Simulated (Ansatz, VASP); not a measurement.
PbS in VASP and in Ansatz

INCAR

```
PREC = Accurate ; ENCUT = 520
EDIFF = 1E-8 ; ISMEAR = -1
SIGMA = 0.01 ; LREAL = F
LASPH = T ; NELM = 80
ALGO = Normal ; ISIF = 2
LWAVE = F ; LCHARG = F
GGA = PE ; LEFG = T
NBANDS = 17
```

The input KPOINTS:

```
Automatic mesh
0
Gamma
  8 8 8
```

The input POSCAR:

```
PbS
1.0
    0.0000000000      2.8760500000      2.9650000000
    2.8760500000      0.0000000000      2.9650000000
    2.8760500000      2.8760500000      0.0000000000
Pb S
1 1
Direct
    0.0000000000      0.0000000000      0.0000000000
    0.5000000000      0.5000000000      0.5000000000
```

Input for Ansatz:

```yaml
crystal:
  lattice:
    - [0.0, 2.87605, 2.965]
    - [2.87605, 0.0, 2.965]
    - [2.87605, 2.87605, 0.0]
  atoms:
    - { symbol: Pb, position: [0.0, 0.0, 0.0] }
    - { symbol: S, position: [0.5, 0.5, 0.5] }
kpoints:
  mp_grid: { grid: [8, 8, 8] }
scf:
  occupations: { method: fermi_dirac, width: 0.01 }
hamiltonian:
  xc: pbe
  pseudopotentials: { kind: all_electron, datasets: crystal }
output:
  forces: true
  stress: true
  eigenvalues: true
  efg: { contact_densities: true }
```

Change from the starting cell: equal xx and yy strain of -3 %, crystal datasets.

Alike in both runs: task electric field gradients; functional PBE; k mesh 8 × 8 × 8; occupations fermi-dirac, width 0.01 eV; no spin polarisation.

|  | VASP | Ansatz |
| --- | --- | --- |
| version | VASP 6.6.1 | Ansatz 0.2.0 |
| potentials or method | VASP PAW PBE potentials, release 64 (Pb_d, S), cutoff 520 eV | all-electron PAW with datasets made for the crystal, scalar-relativistic |

Ansatz gave:

* pressure (GPa): 6.8
* traceless stress, the component that is largest in VASP (GPa): -3.33
* size of Vzz on the site where it differs most (V/Å²): 102.6

Problem. What did VASP give for the same quantities?

Solution. Pressure (GPa): 6.7; traceless stress, the component that is largest in VASP (GPa): -3.33; size of Vzz on the site where it differs most (V/Å²): 94.1.

Ansatz ran all-electron here, and VASP with PAW potentials.

Spin-orbit coupling is off throughout.
